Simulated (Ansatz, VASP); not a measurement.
SrTiO3: VASP beside Ansatz

```
Sr Ti O
1.0
     4.06347    0.00000    0.00000
     0.00000    4.06347    0.00000
     0.00000    0.00000    4.06347
Sr Ti O
1 1 3
Direct
  0.50000 0.50000 0.50000
  0.00000 0.00000 0.00000
  0.50000 0.00000 0.00000
  0.00000 0.50000 0.00000
  0.00000 0.00000 0.50000
```

Alike in both runs: task single point; functional PBE; k mesh 8 × 8 × 8; occupations gaussian, width 0.02 eV; no spin polarisation.

|  | VASP | Ansatz |
| --- | --- | --- |
| version | VASP 6.6.1 | Ansatz 0.2.0 |
| potentials or method | VASP PAW PBE potentials, release 64 (Sr_sv, Ti_sv, O), cutoff 520 eV | scalar-relativistic, plane waves, PAW |
| valence electrons in the cell | 40 | 40 |

```csv
,VASP,Ansatz,Ansatz less VASP
gap on the k mesh at the Fermi level (eV),1.63,1.65,+0.025
least direct gap on the mesh (eV),2.03,2.05,+0.019
pressure (GPa),-12.7,-13.2,-0.46
```
